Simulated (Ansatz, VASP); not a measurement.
One calculation of NbAs, two programs

```xyz
2
Lattice="0.0000 2.6291 2.6291 2.6291 0.0000 2.6291 2.6291 2.6291 0.0000" Properties=species:S:1:pos:R:3 pbc="T T T"
Nb    0.0000    0.0000    0.0000
As    2.6291    2.6291    2.6291
```

Alike in both runs: functional r2SCAN; k mesh 18 × 18 × 18; occupations gaussian, width 0.1 eV; no spin polarisation.

Ansatz relaxed the structure, and its values are those at the end. VASP's run is a single point on that final structure, the one shown.

```csv
,VASP,Ansatz
version,VASP 6.6.1,Ansatz 0.2.0
potentials or method,"VASP PAW PBE potentials, release 64 (Nb_sv, As), cutoff 520 eV","scalar-relativistic, plane waves, PAW"
valence electrons in the cell,18,28
```

VASP gave:

- gap on the k mesh at the Fermi level (eV): none
- pressure (GPa): -0.1

Task: Estimate Ansatz's values.

Result: gap on the k mesh at the Fermi level (eV): none; pressure (GPa): 0.0.

VASP's potentials were made for PBE, not for r2SCAN. A gap of «none» marks a metal or a gap that the smearing closes. VASP's potentials hold 18 valence electrons a cell and Ansatz's 28, so a difference there can come from the potentials and not from the codes.
